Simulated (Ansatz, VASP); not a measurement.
## One calculation of Ta, two programs

INCAR

```
ALGO     = Normal         # electronic algorithm
EDIFF    = 1E-7           # SCF threshold, eV
ENCUT    = 520            # plane-wave cutoff, eV
GGA      = PE             # functional
ISIF     = 2              # what is computed and relaxed
ISMEAR   = 0              # smearing method
LASPH    = True           # aspherical terms in the spheres
LCHARG   = True           # write CHGCAR
LELF     = True           # ELF
LREAL    = False          # projectors in reciprocal space
LVHAR    = True         
LWAVE    = False          # write WAVECAR
NBANDS   = 12             # bands
NELM     = 60             # most SCF steps
PREC     = Accurate       # precision mode
SIGMA    = 0.15           # smearing width, eV
```

KPOINTS

```
k-points
0
Gamma
  20 20 20
```

File POSCAR:

```
Ta
1.0
   -1.5821627267      1.5821627267      1.6796239506
    1.5821627267     -1.5821627267      1.6796239506
    1.5821627267      1.5821627267     -1.6796239506
Ta
1
Direct
    0.0000000000      0.0000000000      0.0000000000
```

Input for Ansatz:

```yaml
crystal:
  lattice:
    - [-1.5821627267, 1.5821627267, 1.6796239506]
    - [1.5821627267, -1.5821627267, 1.6796239506]
    - [1.5821627267, 1.5821627267, -1.6796239506]
  atoms:
    - { symbol: Ta, position: [0.0, 0.0, 0.0] }
basis:
  ecutwfc: 420
kpoints:
  mp_grid: { grid: [20, 20, 20] }
hamiltonian:
  xc: pbe
  pseudopotentials: { kind: paw, azcp: { folder: soft_1 } }
scf:
  occupations: { method: gaussian, width: 0.15 }
output:
  forces: true
  stress: true
  eigenvalues: true
```

Alike in both runs: task single point; functional PBE; k mesh 20 × 20 × 20; occupations gaussian, width 0.15 eV; no spin polarisation.

|  | VASP | Ansatz |
| --- | --- | --- |
| version | VASP 6.6.1 | Ansatz 0.2.0 |
| potentials or method | VASP PAW PBE potentials, release 64 (Ta_pv), cutoff 520 eV | scalar-relativistic, plane waves, PAW |
| valence electrons in the cell | 11 | 13 |

VASP gave:

```
gap on the k mesh at the Fermi level (eV)                     : none
pressure (GPa)                                                : 19.8
traceless stress, the component that is largest in VASP (GPa) : -5.29
```

Which values does Ansatz return?

gap on the k mesh at the Fermi level (eV): none; pressure (GPa): 19.5; traceless stress, the component that is largest in VASP (GPa): -5.29.

A gap of «none» marks a metal or a gap that the smearing closes. The functional is the same, so the differences come from potentials, cutoffs and numerics. VASP's potentials hold 11 valence electrons a cell and Ansatz's 13, so a difference there can come from the potentials and not from the codes.

Spin-orbit coupling is off throughout.
